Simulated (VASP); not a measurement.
Here is a VASP 6.6.1 calculation.

INCAR

```
SYSTEM = BN
ALGO = Normal
EDIFF = 1E-6
ENCUT = 600
GGA_COMPAT = .False.
ISIF = 2
ISMEAR = 0
LASPH = .True.
LCHARG = .True.
LELF = .True.
LREAL = .False.
LVHAR = .True.
LWAVE = .False.
NBANDS = 11
NELM = 120
PREC = Accurate
SIGMA = 0.05
```

Contents of KPOINTS:

```
k-points
0
Gamma
  12 12 12
  0 0 0
```

Contents of POSCAR:

```
BN
1.0
    0.0000000000      1.6477161677      1.6477161677
    1.6477161677      0.0000000000      1.6477161677
    1.7885409762      1.7885409762     -0.1408248085
B N
1 1
Direct
    0.0000000000      0.0000000000      0.0000000000
    0.7500000000      0.7500000000      0.7500000000
```

Potentials or basis: VASP PAW LDA potentials, release 64 (B, N).

Command:

```console
$ cat potpaw_LDA.64/B/POTCAR potpaw_LDA.64/N/POTCAR > POTCAR
$ mpirun -np 1 vasp_std > vasp.out
```

(1) Predict the largest force.

(2) Predict the pressure.

(3) What does it give for the band gap on the k mesh?

Answers

(1) 0.648 eV/Å.

(2) 75.2 GPa.

(3) 3.83 eV (least direct gap 5.53 eV).

Caveat: the cell stands under pressure.
